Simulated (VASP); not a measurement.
Si: single point with LDA

Crystal: Si.

```
Si
1.0
     0.00000    0.00000    4.94152
     2.60849   -4.51804    0.00000
     2.60849    4.51804    0.00000
Si
8
Direct
  0.97470 0.50000 0.00000
  0.50000 0.50000 0.00000
  0.00000 0.00000 0.00000
  0.50000 0.00000 0.00000
  0.00000 0.50000 0.50000
  0.50000 0.50000 0.50000
  0.00000 0.00000 0.50000
  0.50000 0.00000 0.50000
```

This cell differs from its parent crystal: atom 1 (Si) moved +0.125 Å towards its neighbour atom 2 (Si) at 2.471 Å.

```json
{
 "Program": "VASP 6.6.1",
 "Task": "single point",
 "Functional": "LDA",
 "Potentials or basis": "VASP PAW LDA potentials, release 64 (Si)",
 "Cutoff": "520 eV",
 "k mesh": "12 × 12 × 12",
 "Occupations": "gaussian, width 0.15 eV",
 "Spin": "no spin polarisation"
}
```

| Quantity | Value |
| --- | --- |
| Pressure | 0.4 GPa |
| Largest force | 0.900 eV/Å |
| Band gap on the k mesh | zero (bands 16 and 17 overlap by 3.42 eV) |

Forces on the atoms (eV/Å):
```
Si   0.000  0.000  0.900
Si   0.000  0.000 -0.707
Si   0.000  0.000  0.008
Si   0.000  0.000 -0.072
Si   0.000  0.000  0.008
Si   0.000  0.000 -0.072
Si   0.000  0.000  0.008
Si   0.000  0.000 -0.072
```

Stress tensor (GPa, compression positive):
```
 0.84  0.00  0.00
 0.00  0.84  0.00
 0.00  0.00 -0.49
```

Levels at points of the mesh, in eV from the Fermi level:
| k point | band 12 | band 13 | band 14 | band 15 | band 16 | band 17 | band 18 | band 19 | band 20 | band 21 |
| --- | --- | --- | --- | --- | --- | --- | --- | --- | --- | --- |
| (0.00, 0.00, 0.00) | -3.02 | -2.12 | -2.11 | -2.11 | -1.97 | -1.97 | -1.95 | 1.41 | 1.41 | 1.44 |
| (0.50, 0.00, 0.00) | -5.54 | -5.42 | -5.42 | -1.35 | -1.16 | 3.63 | 4.00 | 4.00 | 4.06 | 4.06 |
| (0.00, 0.50, 0.00) | -2.70 | -2.48 | -2.39 | -1.81 | -1.81 | 0.98 | 0.99 | 1.84 | 1.84 | 3.11 |
| (0.50, 0.50, 0.00) | -1.25 | -0.66 | -0.60 | -0.48 | -0.44 | -0.23 | -0.05 | 0.00 | 0.21 | 2.88 |

Run time: 7.4 min on 1 thread of AMD EPYC 7R43 64-Core Processor (Zen 3), with other jobs on the host, peak memory 0.32 GiB.

Caveat: the cell differs from its parent crystal (atom 1 (Si) moved +0.125 Å towards its neighbour atom 2 (Si) at 2.471 Å).
